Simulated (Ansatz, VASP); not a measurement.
# Pt: VASP beside Ansatz

```
Pt
1.0
     0.00000    1.95984    1.95984
     1.95984    0.00000    1.95984
     1.95984    1.95984    0.00000
Pt
1
Direct
  0.00000 0.00000 0.00000
```

Alike in both runs: functional PBEsol; k mesh 17 × 17 × 17; occupations fermi-dirac, width 0.1 eV; no spin polarisation.

Ansatz relaxed the structure, and its values are those at the end. VASP's run is a single point on that final structure, the one shown.

|  | VASP | Ansatz |
| --- | --- | --- |
| version | VASP 6.6.1 | Ansatz 0.2.0 |
| potentials or method | VASP PAW PBE potentials, release 64 (Pt) | PAW with Ansatz's default frozen-core files, scalar-relativistic |
| plane-wave cutoff (eV) | 520 | 420 |
| valence electrons in the cell | 10 | 18 |

Ansatz gave:

- pressure (GPa): 0.0

Task: Estimate VASP's values.

Result: Pressure (GPa): -0.4.

VASP's potentials were made for PBE, not for PBEsol. With one functional, cell and mesh, what is left measures potentials, basis and numerics. VASP's potentials hold 10 valence electrons a cell and Ansatz's 18, so a difference there can come from the potentials and not from the codes.

Spin-orbit coupling is off throughout.
